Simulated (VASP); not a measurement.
Here is a VASP 6.6.1 calculation.

The input POSCAR:

```
KTaO3
1.0
    3.5894700000      0.0000000000      0.0000000000
    0.0000000000      3.9883000000      0.0000000000
    0.0000000000      0.0000000000      3.9883000000
K Ta O
1 1 3
Direct
    0.5000000000      0.5000000000      0.5000000000
    0.0000000000      0.0000000000      0.0000000000
    0.5000000000      0.0000000000      0.0000000000
    0.0000000000      0.5000000000      0.0000000000
    0.0000000000      0.0000000000      0.5000000000
```

INCAR.step1

```
SYSTEM = KTaO3
  PREC = Accurate
  ENCUT = 520
  ISMEAR = 0
  SIGMA = 0.05
  LREAL = .FALSE.
  LASPH = .TRUE.
  NELM = 80
  NBANDS = 27
  GGA = PE
  ALGO = Normal
  EDIFF = 1E-4
  LWAVE = .TRUE.
  LCHARG = .FALSE.
```

The input INCAR.step2:

```
SYSTEM = KTaO3
  PREC = Accurate
  ENCUT = 520
  EDIFF = 1E-7
  ISMEAR = 0
  SIGMA = 0.05
  LREAL = .FALSE.
  LASPH = .TRUE.
  NELM = 80
  ALGO = Normal
  ISIF = 2
  LWAVE = .FALSE.
  LCHARG = .FALSE.
  METAGGA = R2SCAN
  LMIXTAU = .TRUE.
  NBANDS = 27
  ISTART = 1
```

Contents of KPOINTS:

```
Automatic mesh
0
G
  6 6 6
  0 0 0
```

Potentials or basis: VASP PAW PBE potentials, release 64 (K_sv, Ta_pv, O).

The run is started by

```sh
$ cat potpaw_PBE.64/K_sv/POTCAR potpaw_PBE.64/Ta_pv/POTCAR potpaw_PBE.64/O/POTCAR > POTCAR
$ cp INCAR.step1 INCAR
$ mpirun -np 1 vasp_std > vasp.out
$ cp INCAR.step2 INCAR
$ mpirun -np 1 vasp_std > vasp.out
```

(1) Predict the band gap on the k mesh.

(2) What does it give for the pressure?

## Answers

(1) 2.62 eV, indirect (least direct gap 3.03 eV).

(2) 35.8 GPa.

Caveat: the cell differs from its parent crystal (strain -0.1000 x Voigt [1, 0, 0, 0, 0, 0]); the PAW data sets were made with another functional, which shifts forces and pressure a little; spin-orbit coupling is left out, which moves the levels of the heavy elements.
